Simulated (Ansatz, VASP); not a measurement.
## Sc in VASP and in Ansatz

```
CELL_PARAMETERS angstrom
0.00000 2.33861 2.20239
2.33861 0.00000 2.20239
2.33861 2.33861 0.00000
ATOMIC_POSITIONS crystal
Sc 0.00000 0.00000 0.00000
```

Change from the starting cell: strain +0.030 along x and y, -0.030 along z, atoms carried along.

Alike in both runs: task single point; functional LDA; k mesh 18 × 18 × 18; occupations gaussian, width 0.15 eV; no spin polarisation.

|  | VASP | Ansatz |
| --- | --- | --- |
| version | VASP 6.6.1 | Ansatz 0.2.0 |
| potentials or method | VASP PAW LDA potentials, release 64 (Sc_sv), cutoff 520 eV | scalar-relativistic, plane waves, PAW |
| valence electrons in the cell | 11 | 11 |

VASP gave:

- gap on the k mesh at the Fermi level (eV): none
- pressure (GPa): -3.7
- traceless stress, the component that is largest in VASP (GPa): 1.07

**Question.** Estimate Ansatz's values.

**Answer.** gap on the k mesh at the Fermi level (eV): none; pressure (GPa): -3.8; traceless stress, the component that is largest in VASP (GPa): 1.07.

LDA's correlation is that of Perdew and Zunger in VASP and of Perdew and Wang (1992) in Ansatz. A gap of «none» marks a metal or a gap that the smearing closes.
